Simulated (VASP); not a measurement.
# C in VASP: a series of runs, part 2 of 2

VASP 6.6.1. Earlier steps stand in the parts before.

## Step 4: Single point, LDA (equal xx and yy strain of +2 %)

The input, INCAR:

```
PREC = Accurate
ENCUT = 520
EDIFF = 1E-6
ISMEAR = -1
SIGMA = 0.03
LREAL = False
LASPH = True
NELM = 60
ALGO = Normal
ISIF = 2
LWAVE = False
LCHARG = False
NBANDS = 11
```

The input, KPOINTS:

```
regular mesh
0
Gamma
  16 16 16
```

The input, POSCAR:

```
C
1.0
    0.0000000000      1.8190680000      1.7834000000
    1.8190680000      0.0000000000      1.7834000000
    1.8190680000      1.8190680000      0.0000000000
C
2
Direct
    0.5000000000      0.5000000000      0.5000000000
    0.7500000000      0.7500000000      0.7500000000
```

Potentials or basis: VASP PAW LDA potentials, release 64 (C).

Command:

```
$ cat potpaw_LDA.64/C/POTCAR > POTCAR
$ mpirun -np 1 vasp_std > vasp.out
```

OUTCAR:

```text
PREC = Accurate
   ENCUT = 520
   EDIFF = 1E-6
   ISMEAR = -1
   LREAL = False
   LASPH = True
   NELM = 60
   ISIF = 2

 ion  position               nearest neighbor table
   1  0.500  0.500  0.500-   2 1.57   2 1.57   2 1.57   2 1.57
   2  0.750  0.750  0.750-   1 1.57   1 1.57   1 1.57   1 1.57

  LATTYP: Found a body centered tetragonal cell.
 ALAT       =     2.5725506365
 C/A-ratio  =     1.3864838847

  Lattice vectors:

 A1 = (   0.0000000000,  -1.8190680000,  -1.7834000000)
 A2 = (   0.0000000000,   1.8190680000,  -1.7834000000)
 A3 = (   1.8190680000,   0.0000000000,   1.7834000000)

Analysis of symmetry for initial positions (statically):
=====================================================================
 Subroutine PRICEL returns:
 Original cell was already a primitive cell.

 Routine SETGRP: Setting up the symmetry group for a
 body centered tetragonal supercell.

 Subroutine GETGRP returns: Found 16 space group operations
 (whereof  8 operations were pure point group operations)
 out of a pool of 16 trial point group operations.

The static configuration has the point symmetry D_2d.
 The point group associated with its full space group is D_4h.
[... 172 lines left out ...]
      3       9.0580      2.00000
      4       9.3415      2.00000
      5      14.4299      0.00000
      6      14.6659      0.00000
      7      14.6659      0.00000
      8      21.8096      0.00000
      9      27.6495      0.00000
     10      34.8404      0.00000
     11      35.6502      0.00000
[... 309 lines left out ...]
 k-point    24 :      -0.0625    0.0625    0.0000
  band No.  band energies     occupation
      1     -11.3681      2.00000
      2       7.7335      2.00000
      3       8.2889      2.00000
      4       8.8725      2.00000
      5      14.9438      0.00000
      6      15.4480      0.00000
      7      15.4913      0.00000
      8      22.0320      0.00000
      9      28.0857      0.00000
     10      31.5935      0.00000
     11      32.8461      0.00000

 [... further k-points ...]

------------------------ aborting loop because EDIFF is reached ----------------------------------------

  FORCE on cell =-STRESS in cart. coord.  units (eV):
  Direction    XX          YY          ZZ          XY          YZ          ZX
  --------------------------------------------------------------------------------------
  -------------------------------------------------------------------------------------
  Total       -2.4274814     -2.4274814     -1.1608622      0.0000000      0.0000000      0.0000000
  in kB     -329.5261365   -329.5261365   -157.5849139      0.0000000      0.0000000      0.0000000
  external PRESSURE =    -272.2123957 kB  Pullay stress =       0.0000000 kB

 VOLUME and BASIS-vectors are now :
 -----------------------------------------------------------------------------
  energy-cutoff  :      520.00
  volume of cell :       11.80
      direct lattice vectors                 reciprocal lattice vectors
     0.000000000  1.819068000  1.783400000    -0.274866030  0.274866030  0.280363351
     1.819068000  0.000000000  1.783400000     0.274866030 -0.274866030  0.280363351
     1.819068000  1.819068000  0.000000000     0.274866030  0.274866030 -0.280363351

 POSITION                                       TOTAL-FORCE (eV/Angst)
 -----------------------------------------------------------------------------------
      1.81907      1.81907      1.78340        -0.000000     -0.000000     -0.000000
      2.72860      2.72860      2.67510         0.000000      0.000000      0.000000
 -----------------------------------------------------------------------------------
    total drift:                                0.000000     -0.000000      0.000000

  FREE ENERGIE OF THE ION-ELECTRON SYSTEM (eV)
  ---------------------------------------------------
  free  energy   TOTEN  =       -20.1713610973 eV

  energy  without entropy=      -20.1713610973  energy(sigma->0) =      -20.17136110
```

OSZICAR:

```text
N       E                     dE             d eps       ncg     rms          rms(c)
DAV:   1    -0.117586538672E+01   -0.11759E+01   -0.47299E+03  8098   0.694E+02
DAV:   2    -0.205017442496E+02   -0.19326E+02   -0.18743E+02 10123   0.126E+02
DAV:   3    -0.208877454663E+02   -0.38600E+00   -0.38459E+00  8937   0.135E+01
DAV:   4    -0.208885446221E+02   -0.79916E-03   -0.79913E-03  8325   0.754E-01
DAV:   5    -0.208885457757E+02   -0.11536E-05   -0.11536E-05  8702   0.270E-02    0.540E+00
DAV:   6    -0.203581718699E+02    0.53037E+00   -0.28002E-01  7933   0.363E+00    0.313E+00
DAV:   7    -0.201716038983E+02    0.18657E+00   -0.33633E-01  8353   0.399E+00    0.656E-01
DAV:   8    -0.201713718492E+02    0.23205E-03   -0.86585E-03  8140   0.753E-01    0.275E-02
DAV:   9    -0.201713593912E+02    0.12458E-04   -0.33111E-05  8714   0.453E-02    0.201E-02
DAV:  10    -0.201713611743E+02   -0.17831E-05   -0.21556E-06  8363   0.119E-02    0.468E-03
DAV:  11    -0.201713610973E+02    0.76940E-07   -0.94781E-08  4154   0.232E-03
   1 F= -.20171361E+02 E0= -.20171361E+02  d E =-.250834E-10
```

stdout:

```text
POSCAR found type information on POSCAR C
 POSCAR found :  1 types and       2 ions
 scaLAPACK will be used
 LDA part: xc-table for (Slater(with rela. corr.)+CA(PZ))
 , standard interpolation
 POSCAR, INCAR and KPOINTS ok, starting setup
 FFT: planning ... GRIDC
 FFT: planning ... GRID_SOFT
 FFT: planning ... GRID
 WAVECAR not read
 entering main loop
```

It took 61 s on 1 thread of Intel Xeon 8259CL, shared host; peak memory 0.14 GiB.

Results:

| Quantity | Value |
| --- | --- |
| Free energy | -20.1714 eV |
| Pressure | -27.2 GPa |
| Band gap on the k mesh | 3.51 eV (least direct gap 5.09 eV) |

Stress tensor (GPa, compression positive):
```
-32.95   0.00   0.00
  0.00 -32.95   0.00
  0.00   0.00 -15.76
```

Levels at points of the mesh, in eV from the valence-band top:
```csv
k point,band 2,band 3,band 4,band 5,band 6,band 7
"(0.00, 0.00, 0.00)",-0.28,-0.28,0.00,5.09,5.32,5.32
"(0.50, 0.00, 0.00)",-13.12,-3.05,-2.71,7.83,7.94,8.55
"(0.50, 0.50, 0.00)",-12.32,-6.43,-6.43,4.13,4.13,15.91
"(0.50, 0.00, 0.50)",-12.62,-6.15,-6.15,4.58,4.58,15.79
```

Caveat: the cell differs from its parent crystal (equal xx and yy strain of +2 %); the cell stands under tension.

## Step 5: Single point, LDA (equal xy, yz and zx shear strains of -2 %)

The input, INCAR:

```
SYSTEM = C
ALGO = Normal ; EDIFF = 1E-6
ENCUT = 520 ; GGA = CA
ISIF = 2 ; ISMEAR = -1
LASPH = .TRUE. ; LCHARG = .TRUE.
LELF = .TRUE. ; LREAL = .FALSE.
LVHAR = .TRUE. ; LWAVE = .FALSE.
NBANDS = 11 ; NELM = 60
PREC = Accurate ; SIGMA = 0.03
```

The input, KPOINTS:

```
k-points
0
G
  16 16 16
  0 0 0
```

The input, POSCAR:

```
C
1.0
   -0.0356680000      1.7655660000      1.7655660000
    1.7655660000     -0.0356680000      1.7655660000
    1.7655660000      1.7655660000     -0.0356680000
C
2
Direct
    0.5000000000      0.5000000000      0.5000000000
    0.7500000000      0.7500000000      0.7500000000
```

Command:

```
$ cat potpaw_LDA.64/C/POTCAR > POTCAR
$ mpirun -np 1 vasp_std > vasp.out
```

Wall time 63 s (1 thread of Intel Xeon 8259CL, shared host); peak memory 0.14 GiB.

Results (log left out):

| Item | Value |
| --- | --- |
| Free energy | -20.2111 eV |
| Pressure | -11.0 GPa |
| Largest force | 0.153 eV/Å |
| Band gap on the k mesh | 4.05 eV (least direct gap 5.23 eV) |

Forces on the atoms (eV/Å):
```
C   -0.088 -0.088 -0.088
C    0.088  0.088  0.088
```

Stress tensor (GPa, compression positive):
```
-11.00  11.50  11.50
 11.50 -11.00  11.50
 11.50  11.50 -11.00
```

Levels at points of the mesh, in eV from the valence-band top:
| k point | band 1 | band 2 | band 3 | band 4 | band 5 | band 6 | band 7 | band 8 | band 9 |
| --- | --- | --- | --- | --- | --- | --- | --- | --- | --- |
| (0.00, 0.00, 0.00) | -21.33 | -0.03 | 0.00 | 0.00 | 5.23 | 5.23 | 6.09 | 13.65 | 19.02 |
| (0.50, 0.00, 0.00) | -15.63 | -13.36 | -2.75 | -2.65 | 8.11 | 8.52 | 9.50 | 15.42 | 21.41 |
| (0.50, 0.50, 0.00) | -12.74 | -12.50 | -6.50 | -6.08 | 4.30 | 5.11 | 16.54 | 16.63 | 22.72 |
| (0.50, 0.50, 0.50) | -15.05 | -13.40 | -3.07 | -3.07 | 8.20 | 8.20 | 8.33 | 15.31 | 21.56 |

Caveat: the cell differs from its parent crystal (equal xy, yz and zx shear strains of -2 %); the cell stands under tension. A k mesh can miss the band edges.

## Step 6: The runs side by side

| cell | gap on the mesh (eV) | pressure (GPa) |
| --- | --- | --- |
| a = 2.497, b = 2.497, c = 2.472 Å, angles 60.3, 60.3, 59.3°, 2 atoms | 3.93 | 6.8 |
| a = 2.510, b = 2.510, c = 2.497 Å, angles 60.2, 60.2, 59.7°, 2 atoms | 4.02 | -2.8 |
| a = 2.547, b = 2.547, c = 2.573 Å, angles 59.7, 59.7, 60.7°, 2 atoms | 3.51 | -27.2 |
| a = 2.497 Å, angles 61.3°, 2 atoms | 4.05 | -11.0 |

Alike in all rows: task single point; level LDA; potentials or basis VASP PAW LDA potentials, release 64 (C); no spin polarisation; k mesh 16 × 16 × 16; cutoff (eV) 520; smearing fermi-dirac 0.03 eV.

Caveats: the cell stands under tension (at least some runs); the cell stands under pressure (at least some runs).

Total energies depend on the potentials used, so only differences within one code and one set of settings carry meaning.
